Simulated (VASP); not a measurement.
# ScInS3 (Immm) in VASP: a series of runs

Runs on ScInS3. Level: PBE. Tasks: single point, relaxation of cell and atoms.

All numbers are computed with VASP 6.6.1; they aren't measurements. Logs are shortened: lines on timing, memory, paths and dates and some standing lists are left out, and cuts for length are marked.

### Step 1. The cell of the first run

The structure is orthorhombic, space group Immm (No. 71). The conventional cell has a = 5.868 Å, b = 6.789 Å, c = 6.875 Å, α = 90.00°, β = 90.00°, γ = 90.00°. Sc (site symmetry mmm) has 10 S at 3.08 to 4.23 Å and 2 In at 3.44 Å within 4.3 Å. In (site symmetry mmm) has 4 S at 2.46 to 2.93 Å within 3.3 Å. Within 2.5 Å of S (site symmetry m2m) lie 1 S at 1.87 Å and 1 In at 2.46 Å. S (site symmetry mmm) has 2 In at 2.93 Å and 2 Sc at 3.39 Å and 8 S at 3.56 to 3.83 Å within 3.9 Å.

The cell was generated, and may not be a known phase.

### Step 2. Single point, PBE

The input, INCAR:

```
  ALGO = Normal
  EDIFF = 1E-6
  ENCUT = 520
  GGA = PE
  ISIF = 2
  ISMEAR = 0
  LASPH = True
  LCHARG = True
  LELF = True
  LREAL = False
  LVHAR = True
  LWAVE = False
  NBANDS = 29
  NELM = 100
  PREC = Accurate
  SIGMA = 0.1
```

The input, KPOINTS:

```
k-points
0
Gamma
  4 4 4
```

The input, POSCAR:

```
ScInS3
1.0
   -2.9340907500      3.3945729400      3.4373556200
    2.9340907500     -3.3945729400      3.4373556200
    2.9340907500      3.3945729400     -3.4373556200
Sc In S
1 1 3
Direct
    0.5000000000      0.5000000000      0.0000000000
    0.0000000000      0.0000000000      0.0000000000
    0.6373730100      0.0000000000      0.6373730100
    0.3626269900      0.0000000000      0.3626269900
    0.0000000000      0.5000000000      0.5000000000
```

Potentials or basis: VASP PAW PBE potentials, release 64 (Sc_sv, In_d, S).

Started as:

```sh
$ cat potpaw_PBE.64/Sc_sv/POTCAR potpaw_PBE.64/In_d/POTCAR potpaw_PBE.64/S/POTCAR > POTCAR
$ mpirun -np 1 vasp_std > vasp.out
```

OUTCAR:

```text
EDIFF = 1E-6
   ENCUT = 520
   GGA = PE
   ISIF = 2
   ISMEAR = 0
   LASPH = True
   LREAL = False
   NELM = 100
   PREC = Accurate

 ion  position               nearest neighbor table
   1  0.500  0.500  0.000-   3 3.08   4 3.08   3 3.08   4 3.08   2 3.44   2 3.44
   2  0.000  0.000  0.000-   3 2.46   4 2.46   5 2.93   5 2.93   1 3.44   1 3.44
   3  0.637  0.000  0.637-   4 1.87   2 2.46   1 3.08   1 3.08
   4  0.363  0.000  0.363-   3 1.87   2 2.46   1 3.08   1 3.08
   5  0.000  0.500  0.500-   2 2.93   2 2.93

  LATTYP: Found a body centered orthorhombic cell.
 ALAT       =     5.8681815000
 B/A-ratio  =     1.1569420407
 C/A-ratio  =     1.1715232803

  Lattice vectors:

 A1 = (  -2.9340907500,   3.3945729400,   3.4373556200)
 A2 = (   2.9340907500,  -3.3945729400,   3.4373556200)
 A3 = (   2.9340907500,   3.3945729400,  -3.4373556200)

Analysis of symmetry for initial positions (statically):
=====================================================================
 Subroutine PRICEL returns:
 Original cell was already a primitive cell.

 Routine SETGRP: Setting up the symmetry group for a
 body centered orthorhombic supercell.

 Subroutine GETGRP returns: Found  8 space group operations
 (whereof  8 operations were pure point group operations)
 out of a pool of  8 trial point group operations.

The static configuration has the point symmetry D_2h.

Analysis of symmetry for dynamics (positions and initial velocities):
=====================================================================
 Subroutine PRICEL returns:
 Original cell was already a primitive cell.

 Routine SETGRP: Setting up the symmetry group for a
 body centered orthorhombic supercell.

 Subroutine GETGRP returns: Found  8 space group operations
 (whereof  8 operations were pure point group operations)
 out of a pool of  8 trial point group operations.

The dynamic configuration has the point symmetry D_2h.

 Subroutine INISYM returns: Found  8 space group operations
 (whereof  8 operations are pure point group operations),
 and found     1 'primitive' translations

----------------------------------------------------------------------------------------

                                     Primitive cell

  volume of cell :     136.9440

  direct lattice vectors                    reciprocal lattice vectors
    -2.934090750  3.394572940  3.437355620     0.000000000  0.147293933  0.145460655
     2.934090750 -3.394572940  3.437355620     0.170410544  0.000000000  0.145460655
     2.934090750  3.394572940 -3.437355620     0.170410544  0.147293933  0.000000000

  length of vectors
     5.652205555  5.652205555  5.652205555     0.207012813  0.224050342  0.225244880

  position of ions in fractional coordinates (direct lattice)
     0.500000000  0.500000000  0.000000000
     0.000000000  0.000000000  0.000000000
     0.637373010  0.000000000  0.637373010
     0.362626990  0.000000000  0.362626990
     0.000000000  0.500000000  0.500000000

  ion indices of the primitive-cell ions
   primitive index   ion index
                 1           1
                 2           2
                 3           3
                 4           4
                 5           5

----------------------------------------------------------------------------------------

 KPOINTS: k-points

Automatic generation of k-mesh.
 Grid dimensions read from file:
 generate k-points for:    4    4    4

 Generating k-lattice:

  Cartesian coordinates                     Fractional coordinates (reciprocal lattice)
     0.000000000  0.036823483  0.036365164     0.250000000  0.000000000 -0.000000000
     0.042602636  0.000000000  0.036365164     0.000000000  0.250000000  0.000000000
     0.042602636  0.036823483  0.000000000    -0.000000000  0.000000000  0.250000000

  Length of vectors
     0.051753203  0.056012585  0.056311220

  Shift w.r.t. Gamma in fractional coordinates (k-lattice)
     0.000000000  0.000000000  0.000000000

 Subroutine IBZKPT returns following result:
 ===========================================

 Found     18 irreducible k-points:

 Following reciprocal coordinates:
            Coordinates               Weight
  0.000000  0.000000  0.000000      1.000000
  0.250000 -0.000000  0.000000      4.000000
  0.500000 -0.000000  0.000000      2.000000
 -0.000000  0.250000  0.000000      4.000000
  0.250000  0.250000  0.000000      8.000000
  0.500000  0.250000  0.000000      8.000000
[... 10 lines left out ...]
 -0.250000 -0.250000  0.250000      2.000000
  0.500000  0.500000  0.500000      1.000000
   k-points           NKPTS =     18   k-points in BZ     NKDIM =     18   number of bands    NBANDS=     29
   number of dos      NEDOS =    301   number of ions     NIONS =      5
   total plane-waves  NPLWV =  74088
   dimension x,y,z NGX =    42 NGY =   42 NGZ =   42
   dimension x,y,z NGXF=    84 NGYF=   84 NGZF=   84
   ions per type =               1   1   3
   NGX,Y,Z   is equivalent  to a cutoff of  12.35, 12.35, 12.35 a.u.
   NGXF,Y,Z  is equivalent  to a cutoff of  24.71, 24.71, 24.71 a.u.
 SYSTEM =  unknown system
   PREC   = accura    normal or accurate (medium, high low for compatibility)
   ISTART =      0    job   : 0-new  1-cont  2-samecut
   ICHARG =      2    charge: 1-file 2-atom 10-const
   ISPIN  =      1    spin polarized calculation?
   LNONCOLLINEAR =      F non collinear calculations
   LSORBIT =      F    spin-orbit coupling
   LASPH  =      T    aspherical Exc in radial PAW
   ENCUT  =  520.0 eV  38.22 Ry    6.18 a.u.  10.51 10.51 10.51*2*pi/ulx,y,z
   NELM   =    100;   NELMIN=  2; NELMDL= -5     # of ELM steps
   EDIFF  = 0.1E-05   stopping-criterion for ELM
   LREAL  =      F    real-space projection
   EDIFFG = 0.1E-04   stopping-criterion for IOM
   NSW    =      0    number of steps for IOM
   IBRION =     -1    ionic relax: 0-MD 1-quasi-New 2-CG
   NFREE  =      0    steps in history (QN), initial steepest desc. (CG)
   ISIF   =      2    stress and relaxation
   ISYM   =      2    0-nonsym 1-usesym 2-fastsym
   POTIM  = 0.5000    time-step for ionic-motion
   TEBEG  =    0.0;   TEEND  =   0.0 temperature during run
   PSTRESS=    0.0 pullay stress
   NELECT =      42.0000    total number of electrons
   NUPDOWN=      -1.0000    fix difference up-down
   EMIN   =  10.00;   EMAX   =-10.00  energy-range for DOS
   EFERMI =   0.00;   METHOD = LEGACY
   ISMEAR =     0;   SIGMA  =   0.10  broadening in eV -4-tet -1-fermi 0-gaus
   EFERMI_NEDOS =   21; number of points for ismear=-14 and -15
   IALGO  =     38    algorithm
   IMIX   =      4    mixing-type and parameters
     AMIX     =   0.40;   BMIX     =  1.00
     AMIX_MAG =   1.60;   BMIX_MAG =  1.00
  volume/ion in A,a.u.               =      27.39       184.83
  Fermi-wavevector in a.u.,A,eV,Ry     =   1.104020  2.086295 16.583595  1.218860
  Thomas-Fermi vector in A             =   2.240487
   LORBIT       =      0    0 simple, 1 ext, 2 COOP (PROOUT), +10 PAW based schemes
   GGA     = PE    functional components
   LHFCALC =     F    Hartree Fock is set to
   AEXX    =    0.0000 exact exchange contribution
   IVDW    =     0    specifies the selected vdW correction
   LEPSILON=     F    determine dielectric tensor
   LRPA    =     F    only Hartree local field effects (RPA)
 non-spin polarized calculation
 Gauss-broadening in eV      SIGMA  =   0.10
  energy-cutoff  :      520.00
  volume of cell :      136.94
 maximum number of plane-waves:      3705
   NGX = 21   NGY = 21   NGZ = 21

 number of electron      41.9999998 magnetization

 Free energy of the ion-electron system (eV)
  ---------------------------------------------------
  ext. energy  EPLUGINS =         0.00000000
  ---------------------------------------------------
  free energy    TOTEN  =       -19.96466083 eV

  energy without entropy =      -19.95303628  energy(sigma->0) =      -19.95884856

 E-fermi :   3.4347     XC(G=0):  -8.7551

 val. band max:        3.4094054720   @ k =   0.2500   0.2500   0.2500
 cond. band min:       3.4940962385   @ k =   0.2500   0.2500   0.0000
 fundamental gap:      0.0846907665
 Fermi energy:         3.4346696675

 k-point     1 :       0.0000    0.0000    0.0000
  band No.  band energies     occupation
      1     -48.0815      2.00000
      2     -26.7092      2.00000
      3     -26.6613      2.00000
      4     -26.5507      2.00000
      5     -13.2650      2.00000
      6     -11.1135      2.00000
[... 21 lines left out ...]
     28       4.8832      0.00000
     29       5.1583      0.00000

 k-point     2 :       0.2500   -0.0000    0.0000
  band No.  band energies     occupation
      1     -48.0815      2.00000
      2     -26.7092      2.00000
      3     -26.6614      2.00000
      4     -26.5508      2.00000
      5     -13.1928      2.00000
      6     -11.2749      2.00000
[... 21 lines left out ...]
     28       6.3602      0.00000
     29       7.2087      0.00000

 k-point     3 :       0.5000   -0.0000    0.0000
  band No.  band energies     occupation
      1     -48.0815      2.00000
      2     -26.7092      2.00000
      3     -26.6615      2.00000
      4     -26.5508      2.00000
      5     -13.1102      2.00000
      6     -11.4412      2.00000
[... 21 lines left out ...]
     28       7.3309      0.00000
     29       8.2955      0.00000

 k-point     4 :      -0.0000    0.2500    0.0000
  band No.  band energies     occupation
      1     -48.0815      2.00000
      2     -26.7097      2.00000
      3     -26.6614      2.00000
      4     -26.5507      2.00000
      5     -13.2440      2.00000
      6     -11.1043      2.00000
[... 405 lines left out ...]
     28       6.3748      0.00000
     29       7.8737      0.00000

 k-point    17 :      -0.2500   -0.2500    0.2500
  band No.  band energies     occupation
      1     -48.0815      2.00000
      2     -26.7092      2.00000
      3     -26.6615      2.00000
      4     -26.5508      2.00000
      5     -13.2488      2.00000
      6     -11.1020      2.00000
[... 21 lines left out ...]
     28       5.1400      0.00000
     29       8.4811      0.00000

 k-point    18 :       0.5000    0.5000    0.5000
  band No.  band energies     occupation
      1     -48.0815      2.00000
      2     -26.7093      2.00000
      3     -26.6615      2.00000
      4     -26.5509      2.00000
      5     -13.2368      2.00000
      6     -11.0926      2.00000
[... 21 lines left out ...]
     28       5.1232      0.00000
     29       5.7728      0.00000

------------------------ aborting loop because EDIFF is reached ----------------------------------------

  FORCE on cell =-STRESS in cart. coord.  units (eV):
  Direction    XX          YY          ZZ          XY          YZ          ZX
  --------------------------------------------------------------------------------------
  -------------------------------------------------------------------------------------
  Total      -11.1747900     10.4792669     -0.7481231     -0.0000000      0.0000000      0.0000000
  in kB     -130.7394970    122.6022221     -8.7526695     -0.0000000      0.0000000      0.0000000
  external PRESSURE =      -5.6299815 kB  Pullay stress =       0.0000000 kB

 VOLUME and BASIS-vectors are now :
 -----------------------------------------------------------------------------
  energy-cutoff  :      520.00
  volume of cell :      136.94
      direct lattice vectors                 reciprocal lattice vectors
    -2.934090750  3.394572940  3.437355620     0.000000000  0.147293933  0.145460655
     2.934090750 -3.394572940  3.437355620     0.170410544  0.000000000  0.145460655
     2.934090750  3.394572940 -3.437355620     0.170410544  0.147293933  0.000000000

 POSITION                                       TOTAL-FORCE (eV/Angst)
 -----------------------------------------------------------------------------------
      0.00000      0.00000      3.43736         0.000000      0.000000      0.000000
      0.00000      0.00000      0.00000        -0.000000      0.000000     -0.000000
      0.00000      4.32722      0.00000        -0.000000      3.685394     -0.000000
      0.00000      2.46193      0.00000        -0.000000     -3.685394     -0.000000
      2.93409      0.00000      0.00000        -0.000000      0.000000     -0.000000
 -----------------------------------------------------------------------------------
    total drift:                                0.000000     -0.000000     -0.000000

  FREE ENERGIE OF THE ION-ELECTRON SYSTEM (eV)
  ---------------------------------------------------
  free  energy   TOTEN  =       -19.9646608334 eV

  energy  without entropy=      -19.9530362848  energy(sigma->0) =      -19.95884856
```

Run time: 96 s. Hardware: 1 thread of Intel Xeon Platinum 8259CL at 2.50GHz (Skylake/Cascade Lake), shared host; peak memory 0.29 GiB.

Results:

- Free energy: -19.9647 eV
- Pressure: -0.6 GPa
- Largest force: 3.685 eV/Å
- Band gap on the k mesh: zero (bands 21 and 22 overlap by 0.22 eV)

Forces in eV/Å, atoms in the order of the input:
```
Sc   0.000  0.000  0.000
In   0.000  0.000  0.000
S    0.000  3.685  0.000
S    0.000 -3.685  0.000
S    0.000  0.000  0.000
```

Caveat: the stress differs along the axes, from -13 to 12 GPa; semilocal functionals underestimate gaps, and a narrow one can read as zero; spin-orbit coupling is left out, which moves the levels of the heavy elements; forces of over 1 eV/Å act on the atoms, so gaps and moduli don't describe the material at rest.

[end of part 1 of 2]

The gap in the log of VASP goes by the Fermi energy; the results here count the filled bands.